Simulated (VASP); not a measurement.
Au, 2 atoms in the cell. It takes space group P6_3/mmc (No. 194, hexagonal). The conventional cell has a = 2.900 Å, b = 2.900 Å, c = 4.880 Å, α = 90.00°, β = 90.00°, γ = 120.00°. Within 3.8 Å of Au (site symmetry -6m2) lie 12 Au at 2.90 to 2.96 Å. This isn't the form of Au at room conditions, which is fcc.

- Program: VASP 6.6.1
- Task: relaxation of cell and atoms
- Functional: PBEsol
- Potentials or basis: VASP PAW PBE potentials, release 64 (Au)
- Cutoff: 600 eV
- k mesh: 11 × 11 × 6
- Occupations: fermi-dirac, width 0.05 eV
- Spin: no spin polarisation
- Target pressure: 30 GPa
- Dipole correction: no
- Further INCAR settings: ALGO = Normal; EDIFF = 1e-07; IBRION = 2; EDIFFG = -0.005; NSW = 80; ISIF = 3

Potentials or basis: VASP PAW PBE potentials, release 64 (Au).

Run with:

```sh
$ cat potpaw_PBE.64/Au/POTCAR > POTCAR
$ mpirun -np 1 vasp_std > vasp.out
```

Hardware: 1 thread of Intel Xeon 8259CL, on a shared host.

**Question.** How long does it take, and how much memory?

**Answer.** Wall time 5.2 min on 1 thread of Intel Xeon 8259CL (shared host), peak memory 0.2 GiB. Counts: scf iterations 77, k points 64, ion steps 10.
